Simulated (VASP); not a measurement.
# SiO3 (I4_1/amd) in VASP: single point with PBE

Aim: the single point of SiO3 with PBE.

Everything below comes from runs of VASP 6.6.1. Logs are shortened: lines on timing, memory, paths and dates and some standing lists are left out, and cuts for length are marked.

**1. The cell of the first run**

Symmetry: I4_1/amd, No. 141, tetragonal system. The conventional cell has a = 6.680 Å, b = 6.680 Å, c = 3.647 Å, α = 90.00°, β = 90.00°, γ = 90.00°. Si (site symmetry -4m2) has 6 O at 1.73 to 1.82 Å within 2.3 Å. O (site symmetry -4m2) has 2 Si at 1.82 Å and 4 O at 2.16 Å within 2.4 Å. Within 2.3 Å of O (site symmetry 2/m) lie 2 Si at 1.73 Å and 2 O at 2.16 Å.

**2. Single point, PBE, collinear spin, ferromagnetic start**

The input, INCAR:

```
SYSTEM = SiO3
PREC     = Accurate       ! precision mode
ENCUT    = 520            ! plane-wave cutoff, eV
EDIFF    = 1E-7           ! SCF threshold, eV
ISMEAR   = 0              ! smearing method
SIGMA    = 0.1            ! smearing width, eV
LREAL    = .FALSE.        ! projectors in reciprocal space
LASPH    = .TRUE.         ! aspherical terms in the spheres
NELM     = 150            ! most SCF steps
ALGO     = Normal         ! electronic algorithm
ISIF     = 2              ! what is computed and relaxed
LWAVE    = .FALSE.        ! write WAVECAR
LCHARG   = .FALSE.        ! write CHGCAR
ISPIN    = 2              ! spin polarisation
MAGMOM   = 0 0 1 1 1 1 1 1 ! initial moments
LORBIT   = 11             ! projections on sites
GGA      = PE             ! functional
NBANDS   = 36             ! bands
```

The input, KPOINTS:

```
regular mesh
0
G
  6 6 6
  0 0 0
```

The input, POSCAR:

```
SiO3
1.0
   -3.3402216300      3.3402216300      1.8233883400
    3.3402216300     -3.3402216300      1.8233883400
    3.3402216300      3.3402216300     -1.8233883400
Si O
2 6
Direct
    0.0000000000      0.0000000000      0.0000000000
    0.7500000000      0.2500000000      0.5000000000
    0.5000000000      0.5000000000      0.0000000000
    0.8750000000      0.6250000000      0.7500000000
    0.8750000000      0.1250000000      0.2500000000
    0.8750000000      0.1250000000      0.7500000000
    0.3750000000      0.1250000000      0.2500000000
    0.2500000000      0.7500000000      0.5000000000
```

Potentials or basis: VASP PAW PBE potentials, release 64 (Si, O).

Command:

```
cat potpaw_PBE.64/Si/POTCAR potpaw_PBE.64/O/POTCAR > POTCAR
mpirun -np 1 vasp_std > vasp.out
```

OUTCAR:

```text
SYSTEM = SiO3
   PREC = Accurate
   ENCUT = 520
   EDIFF = 1E-7
   ISMEAR = 0
   LREAL = .FALSE.
   LASPH = .TRUE.
   NELM = 150
   ISIF = 2
   ISPIN = 2
   LORBIT = 11
   GGA = PE

 ion  position               nearest neighbor table
   1  0.000  0.000  0.000-   4 1.73   7 1.73   6 1.73   5 1.73   3 1.82   3 1.82
   2  0.750  0.250  0.500-   4 1.73   7 1.73   6 1.73   5 1.73   8 1.82   8 1.82
   3  0.500  0.500  0.000-   1 1.82   1 1.82
   4  0.875  0.625  0.750-   1 1.73   2 1.73
   5  0.875  0.125  0.250-   1 1.73   2 1.73
   6  0.875  0.125  0.750-   1 1.73   2 1.73
   7  0.375  0.125  0.250-   1 1.73   2 1.73
   8  0.250  0.750  0.500-   2 1.82   2 1.82

  LATTYP: Found a body centered tetragonal cell.
 ALAT       =     6.6804432600
 C/A-ratio  =     0.5458884296

  Lattice vectors:

 A1 = (  -3.3402216300,   3.3402216300,   1.8233883400)
 A2 = (   3.3402216300,  -3.3402216300,   1.8233883400)
 A3 = (   3.3402216300,   3.3402216300,  -1.8233883400)

Analysis of symmetry for initial positions (statically):
=====================================================================
 Subroutine PRICEL returns:
 Original cell was already a primitive cell.

 Routine SETGRP: Setting up the symmetry group for a
 body centered tetragonal supercell.

 Subroutine GETGRP returns: Found 16 space group operations
 (whereof  8 operations were pure point group operations)
 out of a pool of 16 trial point group operations.

The static configuration has the point symmetry D_2d.
 The point group associated with its full space group is D_4h.

Analysis of symmetry for dynamics (positions and initial velocities):
=====================================================================
 Subroutine PRICEL returns:
 Original cell was already a primitive cell.

 Routine SETGRP: Setting up the symmetry group for a
 body centered tetragonal supercell.

 Subroutine GETGRP returns: Found 16 space group operations
 (whereof  8 operations were pure point group operations)
 out of a pool of 16 trial point group operations.

The dynamic configuration has the point symmetry D_2d.
 The point group associated with its full space group is D_4h.

Analysis of structural, dynamic, and magnetic symmetry:
=====================================================================
 Subroutine PRICEL returns:
 Original cell was already a primitive cell.

 Routine SETGRP: Setting up the symmetry group for a
 body centered tetragonal supercell.

 Subroutine GETGRP returns: Found 16 space group operations
 (whereof  8 operations were pure point group operations)
 out of a pool of 16 trial point group operations.

The overall configuration has the point symmetry D_2d.
 The point group associated with its full space group is D_4h.

 Subroutine INISYM returns: Found 16 space group operations
 (whereof  8 operations are pure point group operations),
 and found     1 'primitive' translations

----------------------------------------------------------------------------------------

                                     Primitive cell

  volume of cell :      81.3748

  direct lattice vectors                    reciprocal lattice vectors
    -3.340221630  3.340221630  1.823388340     0.000000000  0.149690666  0.274214762
     3.340221630 -3.340221630  1.823388340     0.149690666  0.000000000  0.274214762
     3.340221630  3.340221630 -1.823388340     0.149690666  0.149690666  0.000000000

  length of vectors
     5.063487545  5.063487545  5.063487545     0.312411638  0.312411638  0.211694570

  position of ions in fractional coordinates (direct lattice)
     0.000000000  0.000000000  0.000000000
     0.750000000  0.250000000  0.500000000
     0.500000000  0.500000000  0.000000000
     0.875000000  0.625000000  0.750000000
     0.875000000  0.125000000  0.250000000
     0.875000000  0.125000000  0.750000000
     0.375000000  0.125000000  0.250000000
     0.250000000  0.750000000  0.500000000

  ion indices of the primitive-cell ions
   primitive index   ion index
                 1           1
                 2           2
                 3           3
                 4           4
                 5           5
                 6           6
                 7           7
                 8           8

----------------------------------------------------------------------------------------

 KPOINTS: regular mesh

Automatic generation of k-mesh.
 Grid dimensions read from file:
 generate k-points for:    6    6    6

 Generating k-lattice:

  Cartesian coordinates                     Fractional coordinates (reciprocal lattice)
     0.000000000  0.024948444  0.045702460     0.166666667  0.000000000  0.000000000
     0.024948444  0.000000000  0.045702460     0.000000000  0.166666667  0.000000000
     0.024948444  0.024948444  0.000000000     0.000000000  0.000000000  0.166666667

  Length of vectors
     0.052068606  0.052068606  0.035282428

  Shift w.r.t. Gamma in fractional coordinates (k-lattice)
     0.000000000  0.000000000  0.000000000

 Subroutine IBZKPT returns following result:
 ===========================================

 Found     30 irreducible k-points:

 Following reciprocal coordinates:
            Coordinates               Weight
  0.000000  0.000000  0.000000      1.000000
  0.166667  0.000000  0.000000      8.000000
  0.333333 -0.000000  0.000000      8.000000
  0.500000  0.000000 -0.000000      4.000000
  0.166667  0.166667  0.000000      8.000000
  0.333333  0.166667  0.000000     16.000000
[... 16 lines left out ...]
 -0.333333 -0.333333  0.166667      8.000000
 -0.166667 -0.333333  0.166667      8.000000
 [... further k-points ...]
   k-points           NKPTS =     30   k-points in BZ     NKDIM =     30   number of bands    NBANDS=     36
   number of dos      NEDOS =    301   number of ions     NIONS =      8
   total plane-waves  NPLWV =  64000
   dimension x,y,z NGX =    40 NGY =   40 NGZ =   40
   dimension x,y,z NGXF=    80 NGYF=   80 NGZF=   80
   ions per type =               2   6
   NGX,Y,Z   is equivalent  to a cutoff of  13.13, 13.13, 13.13 a.u.
   NGXF,Y,Z  is equivalent  to a cutoff of  26.27, 26.27, 26.27 a.u.
 SYSTEM =  SiO3
   PREC   = accura    normal or accurate (medium, high low for compatibility)
   ISTART =      0    job   : 0-new  1-cont  2-samecut
   ICHARG =      2    charge: 1-file 2-atom 10-const
   ISPIN  =      2    spin polarized calculation?
   LNONCOLLINEAR =      F non collinear calculations
   LSORBIT =      F    spin-orbit coupling
   LASPH  =      T    aspherical Exc in radial PAW
   ENCUT  =  520.0 eV  38.22 Ry    6.18 a.u.   9.41  9.41  9.41*2*pi/ulx,y,z
   NELM   =    150;   NELMIN=  2; NELMDL= -5     # of ELM steps
   EDIFF  = 0.1E-06   stopping-criterion for ELM
   LREAL  =      F    real-space projection
   EDIFFG = 0.1E-05   stopping-criterion for IOM
   NSW    =      0    number of steps for IOM
   IBRION =     -1    ionic relax: 0-MD 1-quasi-New 2-CG
   NFREE  =      0    steps in history (QN), initial steepest desc. (CG)
   ISIF   =      2    stress and relaxation
   ISYM   =      2    0-nonsym 1-usesym 2-fastsym
   POTIM  = 0.5000    time-step for ionic-motion
   TEBEG  =    0.0;   TEEND  =   0.0 temperature during run
   PSTRESS=    0.0 pullay stress
   NELECT =      44.0000    total number of electrons
   NUPDOWN=      -1.0000    fix difference up-down
   EMIN   =  10.00;   EMAX   =-10.00  energy-range for DOS
   EFERMI =   0.00;   METHOD = LEGACY
   ISMEAR =     0;   SIGMA  =   0.10  broadening in eV -4-tet -1-fermi 0-gaus
   EFERMI_NEDOS =   21; number of points for ismear=-14 and -15
   IALGO  =     38    algorithm
   IMIX   =      4    mixing-type and parameters
     AMIX     =   0.40;   BMIX     =  1.00
     AMIX_MAG =   1.60;   BMIX_MAG =  1.00
  volume/ion in A,a.u.               =      10.17        68.64
  Fermi-wavevector in a.u.,A,eV,Ry     =   1.333713  2.520353 24.201923  1.778791
  Thomas-Fermi vector in A             =   2.462550
   LORBIT       =     11    0 simple, 1 ext, 2 COOP (PROOUT), +10 PAW based schemes
   GGA     = PE    functional components
   LHFCALC =     F    Hartree Fock is set to
   AEXX    =    0.0000 exact exchange contribution
   IVDW    =     0    specifies the selected vdW correction
   LEPSILON=     F    determine dielectric tensor
   LRPA    =     F    only Hartree local field effects (RPA)
 spin polarized calculation
 Gauss-broadening in eV      SIGMA  =   0.10
  energy-cutoff  :      520.00
  volume of cell :       81.37
 maximum number of plane-waves:      2215
 NGX is ok and might be reduce to    40
   NGX = 19   NGY = 19   NGZ = 19

 number of electron      44.0000029 magnetization       3.2840307

 Free energy of the ion-electron system (eV)
  ---------------------------------------------------
  ext. energy  EPLUGINS =         0.00000000
  ---------------------------------------------------
  free energy    TOTEN  =       -50.29936646 eV

  energy without entropy =      -50.27531117  energy(sigma->0) =      -50.28733881

 E-fermi :   3.1630     XC(G=0): -10.3668

 val. band max:        3.1626216797   @ k =   0.3333  -0.0000   0.0000
 cond. band min:       3.1659082329   @ k =  -0.3333  -0.3333   0.1667
 fundamental gap:      0.0032865533
 Fermi energy:         3.1630479658

 spin component 1

 k-point     1 :       0.0000    0.0000    0.0000
  band No.  band energies     occupation
      1     -18.1457      1.00000
      2     -15.8885      1.00000
      3     -15.4033      1.00000
      4     -15.4033      1.00000
      5     -14.4263      1.00000
      6     -13.7549      1.00000
[... 26 lines left out ...]
     33      16.9748      0.00000
     34      17.1841      0.00000
[... 820 lines left out ...]
      4     -15.3625      1.00000
      5     -15.1951      1.00000
      6     -13.8288      1.00000
[... 26 lines left out ...]
     33      15.6239      0.00000
     34      15.9345      0.00000

 [... further k-points ...]

 spin component 2

 k-point     1 :       0.0000    0.0000    0.0000
  band No.  band energies     occupation
      1     -17.4434      1.00000
      2     -14.8974      1.00000
      3     -14.6791      1.00000
      4     -14.6791      1.00000
      5     -13.6404      1.00000
      6     -12.7143      1.00000
[... 26 lines left out ...]
     33      17.1263      0.00000
     34      17.1696      0.00000
[... 820 lines left out ...]
      4     -14.6377      1.00000
      5     -14.3137      1.00000
      6     -12.9238      1.00000
[... 26 lines left out ...]
     33      15.9678      0.00000
     34      16.2612      0.00000

 [... further k-points ...]

 [bands above 34 left out]

------------------------ aborting loop because EDIFF is reached ----------------------------------------

  FORCE on cell =-STRESS in cart. coord.  units (eV):
  Direction    XX          YY          ZZ          XY          YZ          ZX
  --------------------------------------------------------------------------------------
  -------------------------------------------------------------------------------------
  Total        2.6121791      2.6121791     -1.9931801      0.0000000      0.0000000      0.0000000
  in kB       51.4308608     51.4308608    -39.2434688      0.0000000      0.0000000      0.0000000
  external PRESSURE =      21.2060843 kB  Pullay stress =       0.0000000 kB

 VOLUME and BASIS-vectors are now :
 -----------------------------------------------------------------------------
  energy-cutoff  :      520.00
  volume of cell :       81.37
      direct lattice vectors                 reciprocal lattice vectors
    -3.340221630  3.340221630  1.823388340     0.000000000  0.149690666  0.274214762
     3.340221630 -3.340221630  1.823388340     0.149690666  0.000000000  0.274214762
     3.340221630  3.340221630 -1.823388340     0.149690666  0.149690666  0.000000000

 POSITION                                       TOTAL-FORCE (eV/Angst)
 -----------------------------------------------------------------------------------
      0.00000      0.00000      0.00000        -0.000000     -0.000000      0.000000
      0.00000      3.34022      0.91169         0.000000      0.000000     -0.000000
      0.00000      0.00000      1.82339         0.000000     -0.000000     -0.000000
      1.67011      3.34022      1.36754         0.000000     -0.000000     -0.000000
     -1.67011      3.34022      1.36754         0.000000     -0.000000     -0.000000
     -0.00000      5.01033      0.45585         0.000000     -0.000000     -0.000000
      0.00000      1.67011      0.45585         0.000000     -0.000000     -0.000000
      3.34022      0.00000      0.91169        -0.000000     -0.000000     -0.000000
 -----------------------------------------------------------------------------------
    total drift:                               -0.000000      0.000000      0.000000

  FREE ENERGIE OF THE ION-ELECTRON SYSTEM (eV)
  ---------------------------------------------------
  free  energy   TOTEN  =       -50.2993664601 eV

  energy  without entropy=      -50.2753111692  energy(sigma->0) =      -50.28733881

 total charge

# of ion       s       p       d       tot
------------------------------------------
    1        0.565   0.844   0.000   1.409
    2        0.565   0.844   0.000   1.409
    3        1.597   3.355   0.000   4.953
    4        1.575   3.492   0.000   5.067
    5        1.575   3.492   0.000   5.067
    6        1.575   3.492   0.000   5.067
    7        1.575   3.492   0.000   5.067
    8        1.597   3.355   0.000   4.953
--------------------------------------------------
tot         10.626  22.365   0.000  32.991

 magnetization (x)

# of ion       s       p       d       tot
------------------------------------------
    1       -0.008  -0.016   0.000  -0.024
    2       -0.008  -0.016   0.000  -0.024
    3        0.014   0.597   0.000   0.611
    4        0.006   0.414   0.000   0.420
    5        0.006   0.414   0.000   0.420
    6        0.006   0.414   0.000   0.420
    7        0.006   0.414   0.000   0.420
    8        0.014   0.597   0.000   0.611
--------------------------------------------------
tot          0.037   2.818   0.000   2.854
```

Wall time 3.2 min (1 thread of Intel Xeon Platinum 8488C (Sapphire Rapids), shared host); peak memory 0.34 GiB.

Results:

* Free energy: -50.2994 eV
* Pressure: 2.1 GPa
* Net moment: 3.28 μB per cell
* Site moments: Si -0.02; O +0.61, +0.42 μB
* Valence electrons inside the program's atomic spheres: Si 1.41; O 4.95, 5.07

Stress tensor (GPa, compression positive):
```
 5.14  0.00  0.00
 0.00  5.14  0.00
 0.00  0.00 -3.92
```
